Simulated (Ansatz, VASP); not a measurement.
Two plane-wave programs on KTaO3

```
K Ta O
1.0
     3.86670    0.00000    0.00000
     0.00000    3.86670    0.00000
     0.00000    0.00000    3.86670
K Ta O
1 1 3
Direct
  0.50000 0.50000 0.50000
  0.00000 0.00000 0.00000
  0.50000 0.00000 0.00000
  0.00000 0.50000 0.00000
  0.00000 0.00000 0.50000
```

Alike in both runs: task single point; functional r2SCAN; k mesh 6 × 6 × 6; occupations gaussian, width 0.02 eV; no spin polarisation.

```csv
,VASP,Ansatz
version,VASP 6.6.1,Ansatz 0.2.0
potentials or method,"VASP PAW PBE potentials, release 64 (K_sv, Ta_pv, O), cutoff 520 eV","scalar-relativistic, plane waves, PAW"
valence electrons in the cell,38,40
```

|  | VASP | Ansatz | Ansatz less VASP |
| --- | --- | --- | --- |
| gap on the k mesh at the Fermi level (eV) | 2.82 | 2.86 | +0.038 |
| least direct gap on the mesh (eV) | 3.41 | 3.43 | +0.016 |
| pressure (GPa) | 25.8 | 24.2 | -1.53 |

VASP's potentials were made for PBE, not for r2SCAN. The functional is the same, so the differences come from potentials, cutoffs and numerics. VASP's potentials hold 38 valence electrons a cell and Ansatz's 40, so a difference there can come from the potentials and not from the codes.

Spin-orbit coupling is off throughout.
